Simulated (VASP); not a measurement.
# TiO2 (P3_121) in VASP: notebook

Aim: see how the results for TiO2 move with the level of theory and the settings. Levels: RPBE+D3(BJ), PBE, r2SCAN+rVV10, r2SCAN+D3(BJ), r2SCAN. Tasks: single point.

Program: VASP 6.6.1. These are calculated values, not measurements. Logs are shortened: lines on timing, memory, paths and dates and some standing lists are left out, and cuts for length are marked.

## 1. The cell of the first run

Symmetry: P3_121, No. 152, trigonal system. The conventional cell has a = 4.457 Å, b = 4.457 Å, c = 5.440 Å, α = 90.00°, β = 90.00°, γ = 120.00°. Ti (site symmetry 2) has 4 O at 1.83 to 1.84 Å within 2.4 Å. Within 2.4 Å of O (site symmetry 1) lie 2 Ti at 1.83 to 1.84 Å.

## 2. Single point, RPBE+D3(BJ)

Input file INCAR:

```
PREC = Accurate
ENCUT = 910
EDIFF = 1E-6
ISMEAR = -1
SIGMA = 0.05
LREAL = F
LASPH = T
NELM = 120
ALGO = Normal
ISIF = 2
LWAVE = F
LCHARG = F
GGA = RP
IVDW = 12
NBANDS = 46
GGA_COMPAT = F
```

Input file KPOINTS:

```
regular mesh
0
Gamma
  6 6 5
```

Input file POSCAR:

```
TiO2
1.0
    4.4570701244      0.0000000000      0.0000000000
   -2.2285350622      3.8599359542      0.0000000000
    0.0000000000      0.0000000000      5.4399168744
Ti O
3 6
Direct
    0.3909450786      0.0000000000      0.3333333333
    0.0000000000      0.3909450786      0.6666666667
    0.6090549214      0.6090549214      0.0000000000
    0.6745315307      1.0391453411      0.0750580724
    0.6353861896     -0.0391453411      0.5916085942
    0.3646138104      0.3254684693      0.7417247391
    1.0391453411      0.6745315307      0.9249419276
   -0.0391453411      0.6353861896      0.4083914058
    0.3254684693      0.3646138104      0.2582752609
```

Potentials or basis: VASP PAW PBE potentials, release 64 (Ti_sv, O_h).

Run with:

```bash
cat potpaw_PBE.64/Ti_sv/POTCAR potpaw_PBE.64/O_h/POTCAR > POTCAR
mpirun -np 1 vasp_std > vasp.out
```

OUTCAR:

```text
PREC = Accurate
   ENCUT = 910
   EDIFF = 1E-6
   ISMEAR = -1
   LREAL = F
   LASPH = T
   NELM = 120
   ISIF = 2
   GGA = RP
   IVDW = 12
 IVDW          = 12

 ion  position               nearest neighbor table
   1  0.391  0.000  0.333-   9 1.83   8 1.83   4 1.84   5 1.84
   2  0.000  0.391  0.667-   6 1.83   5 1.83   8 1.84   7 1.84
   3  0.609  0.609  0.000-   7 1.83   4 1.83   9 1.84   6 1.84
   4  0.675  0.039  0.075-   3 1.83   1 1.84
   5  0.635  0.961  0.592-   2 1.83   1 1.84
   6  0.365  0.325  0.742-   2 1.83   3 1.84
   7  0.039  0.675  0.925-   3 1.83   2 1.84
   8  0.961  0.635  0.408-   1 1.83   2 1.84
   9  0.325  0.365  0.258-   1 1.83   3 1.84

  LATTYP: Found a hexagonal cell.
 ALAT       =     4.4570701244
 C/A-ratio  =     1.2205140872

  Lattice vectors:

 A1 = (   4.4570701244,   0.0000000000,   0.0000000000)
 A2 = (  -2.2285350622,   3.8599359542,   0.0000000000)
 A3 = (   0.0000000000,   0.0000000000,   5.4399168744)

Analysis of symmetry for initial positions (statically):
=====================================================================
 Subroutine PRICEL returns:
 Original cell was already a primitive cell.

 Routine SETGRP: Setting up the symmetry group for a
 hexagonal supercell.

 Subroutine GETGRP returns: Found  6 space group operations
 (whereof  2 operations were pure point group operations)
 out of a pool of 24 trial point group operations.

The static configuration has the point symmetry C_2 .
 The point group associated with its full space group is D_3 .

Analysis of symmetry for dynamics (positions and initial velocities):
=====================================================================
 Subroutine PRICEL returns:
 Original cell was already a primitive cell.

 Routine SETGRP: Setting up the symmetry group for a
 hexagonal supercell.

 Subroutine GETGRP returns: Found  6 space group operations
 (whereof  2 operations were pure point group operations)
 out of a pool of 24 trial point group operations.

The dynamic configuration has the point symmetry C_2 .
 The point group associated with its full space group is D_3 .

 Subroutine INISYM returns: Found  6 space group operations
 (whereof  2 operations are pure point group operations),
 and found     1 'primitive' translations

----------------------------------------------------------------------------------------

                                     Primitive cell

  volume of cell :      93.5884

  direct lattice vectors                    reciprocal lattice vectors
     4.457070124  0.000000000  0.000000000     0.224362636  0.129535828  0.000000000
    -2.228535062  3.859935954  0.000000000     0.000000000  0.259071656  0.000000000
     0.000000000  0.000000000  5.439916874     0.000000000  0.000000000  0.183826338

  length of vectors
     4.457070124  4.457070124  5.439916874     0.259071656  0.259071656  0.183826338

  position of ions in fractional coordinates (direct lattice)
     0.390945079  0.000000000  0.333333333
     0.000000000  0.390945079  0.666666667
     0.609054921  0.609054921  0.000000000
     0.674531531  0.039145341  0.075058072
     0.635386190  0.960854659  0.591608594
     0.364613810  0.325468469  0.741724739
     0.039145341  0.674531531  0.924941928
     0.960854659  0.635386190  0.408391406
     0.325468469  0.364613810  0.258275261

  ion indices of the primitive-cell ions
   primitive index   ion index
                 1           1
                 2           2
                 3           3
                 4           4
                 5           5
                 6           6
                 7           7
                 8           8
                 9           9

----------------------------------------------------------------------------------------

 KPOINTS: regular mesh

Automatic generation of k-mesh.
 Grid dimensions read from file:
 generate k-points for:    6    6    5

 Generating k-lattice:

  Cartesian coordinates                     Fractional coordinates (reciprocal lattice)
     0.037393773  0.021589305  0.000000000     0.166666667  0.000000000  0.000000000
     0.000000000  0.043178609  0.000000000     0.000000000  0.166666667  0.000000000
     0.000000000  0.000000000  0.036765268     0.000000000  0.000000000  0.200000000

  Length of vectors
     0.043178609  0.043178609  0.036765268

  Shift w.r.t. Gamma in fractional coordinates (k-lattice)
     0.000000000  0.000000000  0.000000000

 Subroutine IBZKPT returns following result:
 ===========================================

 Found     27 irreducible k-points:

 Following reciprocal coordinates:
            Coordinates               Weight
  0.000000  0.000000  0.000000      1.000000
  0.166667 -0.000000  0.000000      6.000000
  0.333333 -0.000000  0.000000      6.000000
  0.500000  0.000000  0.000000      3.000000
  0.166667  0.166667  0.000000      6.000000
  0.333333  0.166667  0.000000     12.000000
[... 16 lines left out ...]
  0.500000  0.000000  0.400000      6.000000
  0.166667  0.166667  0.400000     12.000000
 [... further k-points ...]
   k-points           NKPTS =     27   k-points in BZ     NKDIM =     27   number of bands    NBANDS=     46
   number of dos      NEDOS =    301   number of ions     NIONS =      9
   total plane-waves  NPLWV = 124416
   dimension x,y,z NGX =    48 NGY =   48 NGZ =   54
   dimension x,y,z NGXF=    96 NGYF=   96 NGZF=  108
   ions per type =               3   6
   NGX,Y,Z   is equivalent  to a cutoff of  17.90, 17.90, 16.50 a.u.
   NGXF,Y,Z  is equivalent  to a cutoff of  35.81, 35.81, 33.01 a.u.
 SYSTEM =  unknown system
   PREC   = accura    normal or accurate (medium, high low for compatibility)
   ISTART =      0    job   : 0-new  1-cont  2-samecut
   ICHARG =      2    charge: 1-file 2-atom 10-const
   ISPIN  =      1    spin polarized calculation?
   LNONCOLLINEAR =      F non collinear calculations
   LSORBIT =      F    spin-orbit coupling
   LASPH  =      T    aspherical Exc in radial PAW
   ENCUT  =  910.0 eV  66.88 Ry    8.18 a.u.  10.96 10.96 13.38*2*pi/ulx,y,z
   NELM   =    120;   NELMIN=  2; NELMDL= -5     # of ELM steps
   EDIFF  = 0.1E-05   stopping-criterion for ELM
   LREAL  =      F    real-space projection
   EDIFFG = 0.1E-04   stopping-criterion for IOM
   NSW    =      0    number of steps for IOM
   IBRION =     -1    ionic relax: 0-MD 1-quasi-New 2-CG
   NFREE  =      0    steps in history (QN), initial steepest desc. (CG)
   ISIF   =      2    stress and relaxation
   ISYM   =      2    0-nonsym 1-usesym 2-fastsym
   POTIM  = 0.5000    time-step for ionic-motion
   TEBEG  =    0.0;   TEEND  =   0.0 temperature during run
   PSTRESS=    0.0 pullay stress
   NELECT =      72.0000    total number of electrons
   NUPDOWN=      -1.0000    fix difference up-down
   EMIN   =  10.00;   EMAX   =-10.00  energy-range for DOS
   EFERMI =   0.00;   METHOD = LEGACY
   ISMEAR =    -1;   SIGMA  =   0.05  broadening in eV -4-tet -1-fermi 0-gaus
   EFERMI_NEDOS =   21; number of points for ismear=-14 and -15
   IALGO  =     38    algorithm
   IMIX   =      4    mixing-type and parameters
     AMIX     =   0.40;   BMIX     =  1.00
     AMIX_MAG =   1.60;   BMIX_MAG =  1.00
  volume/ion in A,a.u.               =      10.40        70.17
  Fermi-wavevector in a.u.,A,eV,Ry     =   1.500071  2.834723 30.615993  2.250212
  Thomas-Fermi vector in A             =   2.611619
   LORBIT       =      0    0 simple, 1 ext, 2 COOP (PROOUT), +10 PAW based schemes
   GGA     = RP    functional components
   LHFCALC =     F    Hartree Fock is set to
   AEXX    =    0.0000 exact exchange contribution
   IVDW    =    12    specifies the selected vdW correction
   LEPSILON=     F    determine dielectric tensor
   LRPA    =     F    only Hartree local field effects (RPA)
 non-spin polarized calculation
  energy-cutoff  :      910.00
  volume of cell :       93.59
 maximum number of plane-waves:      5845
 NGX is ok and might be reduce to    48
   NGX = 21   NGY = 21   NGZ = 27

 number of electron      72.0000003 magnetization

 Free energy of the ion-electron system (eV)
  ---------------------------------------------------
  ext. energy  EPLUGINS =         0.00000000
  ---------------------------------------------------
  free energy    TOTEN  =       -73.91496541 eV

  energy without entropy =      -73.91496541  energy(sigma->0) =      -73.91496541

 E-fermi :   6.3978     XC(G=0): -11.1648

 val. band max:        5.3465053604   @ k =   0.5000   0.0000   0.0000
 cond. band min:       7.8996228548   @ k =   0.3333   0.3333   0.0000
 fundamental gap:      2.5531174944
 Fermi energy:         6.3978134624

 k-point     1 :       0.0000    0.0000    0.0000
  band No.  band energies     occupation
      1     -51.0934      2.00000
      2     -51.0360      2.00000
      3     -51.0360      2.00000
      4     -27.4830      2.00000
      5     -27.4830      2.00000
      6     -27.4518      2.00000
[... 38 lines left out ...]
     45      10.1856      0.00000
     46      10.1856      0.00000

 k-point     2 :       0.1667   -0.0000    0.0000
  band No.  band energies     occupation
      1     -51.0896      2.00000
      2     -51.0392      2.00000
      3     -51.0364      2.00000
      4     -27.5048      2.00000
      5     -27.4974      2.00000
      6     -27.4724      2.00000
[... 38 lines left out ...]
     45      10.2446      0.00000
     46      10.2971      0.00000

 k-point     3 :       0.3333   -0.0000    0.0000
  band No.  band energies     occupation
      1     -51.0800      2.00000
      2     -51.0477      2.00000
      3     -51.0371      2.00000
      4     -27.5328      2.00000
      5     -27.5171      2.00000
      6     -27.4882      2.00000
[... 1018 lines left out ...]
     45      10.3143      0.00000
     46      10.4629      0.00000

 k-point    24 :       0.1667    0.1667    0.4000
  band No.  band energies     occupation
      1     -51.0747      2.00000
      2     -51.0623      2.00000
      3     -51.0279      2.00000
      4     -27.5334      2.00000
      5     -27.5074      2.00000
      6     -27.4829      2.00000
[... 38 lines left out ...]
     45      10.1848      0.00000
     46      10.2933      0.00000

 [... further k-points ...]

------------------------ aborting loop because EDIFF is reached ----------------------------------------

 Edisp (eV)   -9.19713

 E8    (eV) :    -5.4909

  FORCE on cell =-STRESS in cart. coord.  units (eV):
  Direction    XX          YY          ZZ          XY          YZ          ZX
  --------------------------------------------------------------------------------------
  -------------------------------------------------------------------------------------
  Total       0.03335     0.03335    -0.02255     0.00000     0.00000     0.00000
  in kB       0.57092     0.57092    -0.38601     0.00000     0.00000     0.00000
  external pressure =        0.25 kB  Pullay stress =        0.00 kB

 VOLUME and BASIS-vectors are now :
 -----------------------------------------------------------------------------
  energy-cutoff  :      910.00
  volume of cell :       93.59
      direct lattice vectors                 reciprocal lattice vectors
     4.457070124  0.000000000  0.000000000     0.224362636  0.129535828  0.000000000
    -2.228535062  3.859935954  0.000000000     0.000000000  0.259071656  0.000000000
     0.000000000  0.000000000  5.439916874     0.000000000  0.000000000  0.183826338

 POSITION                                       TOTAL-FORCE (eV/Angst)
 -----------------------------------------------------------------------------------
      1.74247      0.00000      1.81331         0.000500      0.000000      0.000000
     -0.87123      1.50902      3.62661        -0.000250      0.000433      0.000000
      1.35730      2.35091      0.00000        -0.000250     -0.000433      0.000000
      2.91920      0.15110      0.40831         0.011783      0.037358     -0.026078
      0.69066      3.70884      3.21830         0.011783     -0.037358      0.026078
      0.89979      1.25629      4.03492         0.026462     -0.028883     -0.026078
     -1.32874      2.60365      5.03161         0.026462      0.028883      0.026078
      2.86662      2.45255      2.22162        -0.038245     -0.008475     -0.026078
      0.63808      1.40739      1.40500        -0.038245      0.008475      0.026078
 -----------------------------------------------------------------------------------
    total drift:                               -0.000001     -0.000002      0.000000

  FREE ENERGIE OF THE ION-ELECTRON SYSTEM (eV)
  ---------------------------------------------------
  free  energy   TOTEN  =       -83.1120946913 eV

  energy  without entropy=      -83.1120946912  energy(sigma->0) =      -83.11209469
```

Wall time 3.9 min (1 thread of Intel Xeon 6975P-C (Granite Rapids), shared host); peak memory 0.45 GiB.

What came out:

```yaml
Free_energy: -83.1121 eV
Pressure: 0.0 GPa
Largest_force: 0.047 eV/Å
Band_gap_on_the_k_mesh: 2.55 eV (least direct gap 2.69 eV)
Dispersion_energy_per_atom: -1.022 eV
```

Forces on the atoms (eV/Å):
```
Ti   0.001  0.000  0.000
Ti   0.000  0.000  0.000
Ti   0.000  0.000  0.000
O    0.012  0.037 -0.026
O    0.012 -0.037  0.026
O    0.026 -0.029 -0.026
O    0.026  0.029  0.026
O   -0.038 -0.008 -0.026
O   -0.038  0.008  0.026
```

Stress tensor (GPa, compression positive):
```
 0.06  0.00  0.00
 0.00  0.06  0.00
 0.00  0.00 -0.04
```

Caveat: the cutoff is under 1.25 times the usual one of these potentials, so pressure, stress and relaxed cells hold a basis-set (Pulay) error; the PAW data sets were made with another functional, which shifts forces and pressure a little; an odd mesh through Γ misses points on the zone boundary, where band edges can lie.

(Part 1 of 3 ends here.)
